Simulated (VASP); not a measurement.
Crystal: Si2C.

```
CELL_PARAMETERS angstrom
4.72031 0.00000 0.00000
-2.36016 4.08791 0.00000
0.00000 0.00000 5.92496
ATOMIC_POSITIONS crystal
Si 0.50000 0.00000 0.50000
Si 0.00000 0.50000 0.50000
Si 0.50000 0.50000 0.50000
Si 0.00000 0.00000 0.00000
C 0.00000 0.00000 0.30003
C 0.00000 0.00000 0.69997
```

- Program: VASP 6.6.1
- Task: relaxation of cell and atoms
- Functional: PBE
- Potentials or basis: VASP PAW PBE potentials, release 64 (Si, C)
- Cutoff: 600 eV
- k mesh: 6 × 6 × 4
- Occupations: gaussian, width 0.1 eV
- Spin: no spin polarisation

At the start: pressure 1.1 GPa; volume 19.05 Å³/atom.

How do energy, volume and symmetry change on relaxing?

Over 6 steps the energy falls by 2.0 meV/atom and the volume is 19.26 Å³/atom (+1.1 %); space group P6/mmm (No. 191, to 0.05 Å).

The path:
| step | energy change (eV) | largest force (eV/Å) | pressure (GPa) | volume (Å³) |
| --- | --- | --- | --- | --- |
| 1 | 0.0000 | 0.4131 | 1.06 | 114.33 |
| 2 | -0.0050 | 0.1896 | -0.65 | 116.43 |
| 3 | -0.0091 | 0.0393 | 0.02 | 115.57 |
| 4 | -0.0111 | 0.0549 | -0.12 | 115.79 |
| 5 | -0.0115 | 0.0666 | -0.21 | 115.94 |
| 6 | -0.0122 | 0.0349 | -0.10 | 115.58 |

Final structure:
```
CELL_PARAMETERS angstrom
4.74993 0.00000 0.00000
-2.37497 4.11356 0.00000
0.00000 0.00000 5.91536
ATOMIC_POSITIONS crystal
Si 0.50000 0.00000 0.50000
Si 0.00000 0.50000 0.50000
Si 0.50000 0.50000 0.50000
Si 0.00000 0.00000 0.00000
C 0.00000 0.00000 0.30385
C 0.00000 0.00000 0.69615
```
